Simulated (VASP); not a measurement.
# K (Pm-3m) in VASP: further runs

The runs below take K through single point, with PBEsol.

Program: VASP 6.6.1. These are calculated values, not measurements. Logs are shortened: lines on timing, memory, paths and dates and some standing lists are left out, and cuts for length are marked.

## Step 1: The cell of the first run

The structure is cubic, space group Pm-3m (No. 221). The conventional cell has a = 4.325 Å, b = 4.325 Å, c = 4.325 Å, α = 90.00°, β = 90.00°, γ = 90.00°. Within 5.7 Å of K (site symmetry m-3m) lie 6 K at 4.32 Å.

## Step 2: Single point, PBEsol

Contents of INCAR:

```
PREC = Accurate
ENCUT = 520
EDIFF = 1E-7
ISMEAR = -1
SIGMA = 0.05
LREAL = F
LASPH = T
NELM = 80
ALGO = Normal
ISIF = 2
LWAVE = F
LCHARG = F
GGA = PS
NBANDS = 10
```

Contents of KPOINTS:

```
Automatic mesh
0
Gamma
  6 6 6
```

Contents of POSCAR:

```
K
1.0
    4.3247595005      0.0000000000      0.0000000000
    0.0000000000      4.3247595005      0.0000000000
    0.0000000000      0.0000000000      4.3247595005
K
1
Direct
    0.0000000000      0.0000000000      0.0000000000
```

Potentials or basis: VASP PAW PBE potentials, release 64 (K_sv).

Started as:

```sh
$ cat potpaw_PBE.64/K_sv/POTCAR > POTCAR
$ mpirun -np 1 vasp_std > vasp.out
```

OUTCAR:

```text
PREC = Accurate
   ENCUT = 520
   EDIFF = 1E-7
   ISMEAR = -1
   LREAL = F
   LASPH = T
   NELM = 80
   ISIF = 2
   GGA = PS

 ion  position               nearest neighbor table
   1  0.000  0.000  0.000-

  LATTYP: Found a simple cubic cell.
 ALAT       =     4.3247595005

  Lattice vectors:

 A1 = (   4.3247595005,   0.0000000000,   0.0000000000)
 A2 = (   0.0000000000,   4.3247595005,   0.0000000000)
 A3 = (   0.0000000000,   0.0000000000,   4.3247595005)

Analysis of symmetry for initial positions (statically):
=====================================================================
 Subroutine PRICEL returns:
 Original cell was already a primitive cell.

 Routine SETGRP: Setting up the symmetry group for a
 simple cubic supercell.

 Subroutine GETGRP returns: Found 48 space group operations
 (whereof 48 operations were pure point group operations)
 out of a pool of 48 trial point group operations.

The static configuration has the point symmetry O_h .

Analysis of symmetry for dynamics (positions and initial velocities):
=====================================================================
 Subroutine PRICEL returns:
 Original cell was already a primitive cell.

 Routine SETGRP: Setting up the symmetry group for a
 simple cubic supercell.

 Subroutine GETGRP returns: Found 48 space group operations
 (whereof 48 operations were pure point group operations)
 out of a pool of 48 trial point group operations.

The dynamic configuration has the point symmetry O_h .

 Subroutine INISYM returns: Found 48 space group operations
 (whereof 48 operations are pure point group operations),
 and found     1 'primitive' translations

----------------------------------------------------------------------------------------

                                     Primitive cell

  volume of cell :      80.8883

  direct lattice vectors                    reciprocal lattice vectors
     4.324759500  0.000000000  0.000000000     0.231226731  0.000000000  0.000000000
     0.000000000  4.324759500  0.000000000     0.000000000  0.231226731  0.000000000
     0.000000000  0.000000000  4.324759500     0.000000000  0.000000000  0.231226731

  length of vectors
     4.324759500  4.324759500  4.324759500     0.231226731  0.231226731  0.231226731

  position of ions in fractional coordinates (direct lattice)
     0.000000000  0.000000000  0.000000000

  ion indices of the primitive-cell ions
   primitive index   ion index
                 1           1

----------------------------------------------------------------------------------------

 KPOINTS: Automatic mesh

Automatic generation of k-mesh.
 Grid dimensions read from file:
 generate k-points for:    6    6    6

 Generating k-lattice:

  Cartesian coordinates                     Fractional coordinates (reciprocal lattice)
     0.038537788  0.000000000  0.000000000     0.166666667  0.000000000  0.000000000
     0.000000000  0.038537788  0.000000000     0.000000000  0.166666667  0.000000000
     0.000000000  0.000000000  0.038537788     0.000000000  0.000000000  0.166666667

  Length of vectors
     0.038537788  0.038537788  0.038537788

  Shift w.r.t. Gamma in fractional coordinates (k-lattice)
     0.000000000  0.000000000  0.000000000

 Subroutine IBZKPT returns following result:
 ===========================================

 Found     20 irreducible k-points:

 Following reciprocal coordinates:
            Coordinates               Weight
  0.000000  0.000000  0.000000      1.000000
  0.166667  0.000000  0.000000      6.000000
  0.333333  0.000000  0.000000      6.000000
  0.500000  0.000000  0.000000      3.000000
  0.166667  0.166667  0.000000     12.000000
  0.333333  0.166667  0.000000     24.000000
[... 12 lines left out ...]
  0.500000  0.500000  0.333333      6.000000
  0.500000  0.500000  0.500000      1.000000
   k-points           NKPTS =     20   k-points in BZ     NKDIM =     20   number of bands    NBANDS=     10
   number of dos      NEDOS =    301   number of ions     NIONS =      1
   total plane-waves  NPLWV =  32768
   dimension x,y,z NGX =    32 NGY =   32 NGZ =   32
   dimension x,y,z NGXF=    64 NGYF=   64 NGZF=   64
   ions per type =               1
   NGX,Y,Z   is equivalent  to a cutoff of  12.30, 12.30, 12.30 a.u.
   NGXF,Y,Z  is equivalent  to a cutoff of  24.60, 24.60, 24.60 a.u.
 SYSTEM =  unknown system
   PREC   = accura    normal or accurate (medium, high low for compatibility)
   ISTART =      0    job   : 0-new  1-cont  2-samecut
   ICHARG =      2    charge: 1-file 2-atom 10-const
   ISPIN  =      1    spin polarized calculation?
   LNONCOLLINEAR =      F non collinear calculations
   LSORBIT =      F    spin-orbit coupling
   LASPH  =      T    aspherical Exc in radial PAW
   ENCUT  =  520.0 eV  38.22 Ry    6.18 a.u.   8.04  8.04  8.04*2*pi/ulx,y,z
   NELM   =     80;   NELMIN=  2; NELMDL= -5     # of ELM steps
   EDIFF  = 0.1E-06   stopping-criterion for ELM
   LREAL  =      F    real-space projection
   EDIFFG = 0.1E-05   stopping-criterion for IOM
   NSW    =      0    number of steps for IOM
   IBRION =     -1    ionic relax: 0-MD 1-quasi-New 2-CG
   NFREE  =      0    steps in history (QN), initial steepest desc. (CG)
   ISIF   =      2    stress and relaxation
   ISYM   =      2    0-nonsym 1-usesym 2-fastsym
   POTIM  = 0.5000    time-step for ionic-motion
   TEBEG  =    0.0;   TEEND  =   0.0 temperature during run
   PSTRESS=    0.0 pullay stress
   NELECT =       9.0000    total number of electrons
   NUPDOWN=      -1.0000    fix difference up-down
   EMIN   =  10.00;   EMAX   =-10.00  energy-range for DOS
   EFERMI =   0.00;   METHOD = LEGACY
   ISMEAR =    -1;   SIGMA  =   0.05  broadening in eV -4-tet -1-fermi 0-gaus
   EFERMI_NEDOS =   21; number of points for ismear=-14 and -15
   IALGO  =     38    algorithm
   IMIX   =      4    mixing-type and parameters
     AMIX     =   0.40;   BMIX     =  1.00
     AMIX_MAG =   1.60;   BMIX_MAG =  1.00
  volume/ion in A,a.u.               =      80.89       545.86
  Fermi-wavevector in a.u.,A,eV,Ry     =   0.787397  1.487964  8.435529  0.619994
  Thomas-Fermi vector in A             =   1.892129
   LORBIT       =      0    0 simple, 1 ext, 2 COOP (PROOUT), +10 PAW based schemes
   GGA     = PS    functional components
   LHFCALC =     F    Hartree Fock is set to
   AEXX    =    0.0000 exact exchange contribution
   IVDW    =     0    specifies the selected vdW correction
   LEPSILON=     F    determine dielectric tensor
   LRPA    =     F    only Hartree local field effects (RPA)
 non-spin polarized calculation
  energy-cutoff  :      520.00
  volume of cell :       80.89
 maximum number of plane-waves:      2212
   NGX = 17   NGY = 17   NGZ = 17

 number of electron       9.0000003 magnetization

 Free energy of the ion-electron system (eV)
  ---------------------------------------------------
  ext. energy  EPLUGINS =         0.00000000
  ---------------------------------------------------
  free energy    TOTEN  =        -1.01946452 eV

  energy without entropy =       -1.00944320  energy(sigma->0) =       -1.01445386

 E-fermi :  -0.2729     XC(G=0):  -5.4589

 val. band max:       -0.3880968039   @ k =   0.5000   0.0000   0.0000
 cond. band min:      -0.2701668737   @ k =   0.3333   0.3333   0.1667
 fundamental gap:      0.1179299301
 Fermi energy:        -0.2728661945

 k-point     1 :       0.0000    0.0000    0.0000
  band No.  band energies     occupation
      1     -32.5462      2.00000
      2     -16.0486      2.00000
      3     -16.0486      2.00000
      4     -16.0486      2.00000
      5      -2.3711      2.00000
      6       2.5495      0.00000
      7       2.5495      0.00000
      8       5.8024      0.00000
      9       5.8038      0.00000
     10       5.8596      0.00000

 k-point     2 :       0.1667    0.0000    0.0000
  band No.  band energies     occupation
      1     -32.5452      2.00000
      2     -16.0692      2.00000
      3     -16.0469      2.00000
      4     -16.0469      2.00000
      5      -2.1184      2.00000
      6       2.2262      0.00000
      7       2.6740      0.00000
      8       5.0543      0.00000
      9       5.0543      0.00000
     10       5.3275      0.00000

 k-point     3 :       0.3333    0.0000    0.0000
  band No.  band energies     occupation
      1     -32.5432      2.00000
      2     -16.1101      2.00000
      3     -16.0434      2.00000
      4     -16.0434      2.00000
      5      -1.3934      2.00000
      6       1.0894      0.00000
      7       2.9684      0.00000
      8       4.5004      0.00000
      9       4.5004      0.00000
     10       5.6276      0.00000

 k-point     4 :       0.5000    0.0000    0.0000
  band No.  band energies     occupation
      1     -32.5422      2.00000
      2     -16.1303      2.00000
      3     -16.0417      2.00000
      4     -16.0417      2.00000
      5      -0.3881      1.81852
      6      -0.1515      0.16234
      7       3.1498      0.00000
      8       4.3037      0.00000
      9       4.3037      0.00000
     10       5.9470      0.00000
[... 170 lines left out ...]
 k-point    18 :       0.5000    0.3333    0.3333
  band No.  band energies     occupation
      1     -32.5363      2.00000
      2     -16.1155      2.00000
      3     -16.0948      2.00000
      4     -16.0936      2.00000
      5       1.0277      0.00000
      6       1.4802      0.00000
      7       2.3410      0.00000
      8       3.5168      0.00000
      9       3.5869      0.00000
     10       3.9557      0.00000

 k-point    19 :       0.5000    0.5000    0.3333
  band No.  band energies     occupation
      1     -32.5354      2.00000
      2     -16.1131      2.00000
      3     -16.1131      2.00000
      4     -16.0920      2.00000
      5       1.5289      0.00000
      6       1.9130      0.00000
      7       1.9130      0.00000
      8       3.0430      0.00000
      9       4.0732      0.00000
     10       4.0732      0.00000

 k-point    20 :       0.5000    0.5000    0.5000
  band No.  band energies     occupation
      1     -32.5344      2.00000
      2     -16.1108      2.00000
      3     -16.1108      2.00000
      4     -16.1108      2.00000
      5       1.9620      0.00000
      6       1.9620      0.00000
      7       1.9620      0.00000
      8       3.8821      0.00000
      9       3.8821      0.00000
     10       3.8893      0.00000

------------------------ aborting loop because EDIFF is reached ----------------------------------------

  FORCE on cell =-STRESS in cart. coord.  units (eV):
  Direction    XX          YY          ZZ          XY          YZ          ZX
  --------------------------------------------------------------------------------------
  -------------------------------------------------------------------------------------
  Total       -0.0872264     -0.0872264     -0.0872264     -0.0000000      0.0000000     -0.0000000
  in kB       -1.7277166     -1.7277166     -1.7277166     -0.0000000      0.0000000     -0.0000000
  external PRESSURE =      -1.7277166 kB  Pullay stress =       0.0000000 kB

 VOLUME and BASIS-vectors are now :
 -----------------------------------------------------------------------------
  energy-cutoff  :      520.00
  volume of cell :       80.89
      direct lattice vectors                 reciprocal lattice vectors
     4.324759500  0.000000000  0.000000000     0.231226731  0.000000000  0.000000000
     0.000000000  4.324759500  0.000000000     0.000000000  0.231226731  0.000000000
     0.000000000  0.000000000  4.324759500     0.000000000  0.000000000  0.231226731

 POSITION                                       TOTAL-FORCE (eV/Angst)
 -----------------------------------------------------------------------------------
      0.00000      0.00000      0.00000         0.000000      0.000000      0.000000
 -----------------------------------------------------------------------------------
    total drift:                                0.000000      0.000000      0.000000

  FREE ENERGIE OF THE ION-ELECTRON SYSTEM (eV)
  ---------------------------------------------------
  free  energy   TOTEN  =        -1.0194645246 eV

  energy  without entropy=       -1.0094431951  energy(sigma->0) =       -1.01445386
```

Run time: 8.6 s. Hardware: 1 thread of Intel Xeon 6975P-C, shared host; peak memory 0.17 GiB.

Results:

```yaml
Free_energy: -1.0195 eV
Pressure: -0.2 GPa
```

Caveat: the PAW data sets were made with another functional, which shifts forces and pressure a little.

[end of part 1 of 3]
